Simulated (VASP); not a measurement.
The system is TaMo4.

```
Ta Mo
1.0
     5.93037    0.00000    0.00000
     0.00000    5.93037    0.00000
     0.00000    0.00000    2.66692
Ta Mo
1 4
Direct
  0.00000 0.00000 0.50000
  0.20028 0.50000 0.50000
  0.79972 0.50000 0.50000
  0.50000 0.79972 0.50000
  0.50000 0.20028 0.50000
```

The cell was built from a structure type or drawn by symmetry, and may not be a known phase.

| Item | Value |
| --- | --- |
| Program | VASP 6.6.1 |
| Task | relaxation of cell and atoms |
| Functional | PBE |
| Potentials or basis | VASP PAW PBE potentials, release 64 (Ta_pv, Mo_sv) |
| Cutoff | 600 eV |
| k mesh | 4 × 4 × 6 |
| Occupations | gaussian, width 0.1 eV |
| Spin | no spin polarisation |

At the start: pressure -0.7 GPa; volume 18.76 Å³/atom.

Q: Where does the relaxation end?

A: Over 5 steps the energy falls by 9.5 meV/atom and the volume is 18.68 Å³/atom (-0.4 %); space group P4/mmm (No. 123, to 0.1 Å) before and after.

The path:
```csv
step,energy change (eV),largest force (eV/Å),pressure (GPa),volume (Å³)
1,0.0000,0.1750,-0.74,93.79
2,-0.0048,0.0533,1.72,92.55
3,-0.0464,0.1170,0.29,93.15
4,-0.0471,0.0321,-0.36,93.53
5,-0.0474,0.0191,-0.14,93.40
```

Final structure:
```
Ta Mo
1.0
     5.97102    0.00000    0.00000
     0.00000    5.97102    0.00000
     0.00000    0.00000    2.61960
Ta Mo
1 4
Direct
  0.00000 0.00000 0.50000
  0.19892 0.50000 0.50000
  0.80108 0.50000 0.50000
  0.50000 0.80108 0.50000
  0.50000 0.19892 0.50000
```

Caveat: the k points lie up to 0.40 Å⁻¹ apart in the final cell, too coarse for converged energies and pressures of a metal.
